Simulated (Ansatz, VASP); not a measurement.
# Two plane-wave programs on BN

The input INCAR:

```
SYSTEM = BN
PREC     = Accurate       ! precision mode
ENCUT    = 520            ! plane-wave cutoff, eV
EDIFF    = 1E-6           ! SCF threshold, eV
ISMEAR   = 0              ! smearing method
SIGMA    = 0.05           ! smearing width, eV
LREAL    = .FALSE.        ! projectors in reciprocal space
LASPH    = .TRUE.         ! aspherical terms in the spheres
NELM     = 100            ! most SCF steps
ALGO     = Normal         ! electronic algorithm
ISIF     = 2              ! what is computed and relaxed
LWAVE    = .FALSE.        ! write WAVECAR
LCHARG   = .FALSE.        ! write CHGCAR
GGA      = PS             ! functional
NBANDS   = 11             ! bands
```

Contents of KPOINTS:

```
Automatic mesh
0
G
  12 12 12
  0 0 0
```

The input POSCAR:

```
BN
1.0
    0.0000000000      3.4953158300      2.1660912400
    1.2516321000      0.0000000000      2.1660912400
    1.2516321000      3.4953158300      0.0000000000
B N
1 1
Direct
    0.0181809764     -0.0180836764      0.9615888980
    0.6666513400      0.6666513400      0.3333486600
```

Input for Ansatz:

```yaml
crystal:
  lattice:
    - [0.0, 3.49531583, 2.16609124]
    - [1.2516321, 0.0, 2.16609124]
    - [1.2516321, 3.49531583, 0.0]
  atoms:
    - { symbol: B, position: [0.0181809764, -0.0180836764, 0.961588898] }
    - { symbol: "N", position: [0.66665134, 0.66665134, 0.33334866] }
basis:
  ecutwfc: 420
kpoints:
  mp_grid: { grid: [12, 12, 12] }
hamiltonian:
  xc: pbesol
scf:
  occupations: { method: gaussian, width: 0.05 }
output:
  forces: true
  stress: true
  eigenvalues: true
```

Alike in both runs: task single point; functional PBEsol; k mesh 12 × 12 × 12; occupations gaussian, width 0.05 eV; no spin polarisation.

|  | VASP | Ansatz |
| --- | --- | --- |
| version | VASP 6.6.1 | Ansatz 0.2.0 |
| potentials or method | VASP PAW PBE potentials, release 64 (B, N), cutoff 520 eV | scalar-relativistic, plane waves, PAW |
| valence electrons in the cell | 8 | 8 |

VASP gave:

* gap on the k mesh at the Fermi level (eV): 3.76
* least direct gap on the mesh (eV): 4.55
* pressure (GPa): 2.3
* traceless stress, the component that is largest in VASP (GPa): -7.95
* rms of the force components (eV/Å): 1.781

What did Ansatz give for the same quantities?

gap on the k mesh at the Fermi level (eV): 3.77; least direct gap on the mesh (eV): 4.55; pressure (GPa): 2.0; traceless stress, the component that is largest in VASP (GPa): -7.87; rms of the force components (eV/Å): 1.782.

VASP's potentials were made for PBE, not for PBEsol. Atom by atom the forces differ by 0.002 eV/Å (rms over components).
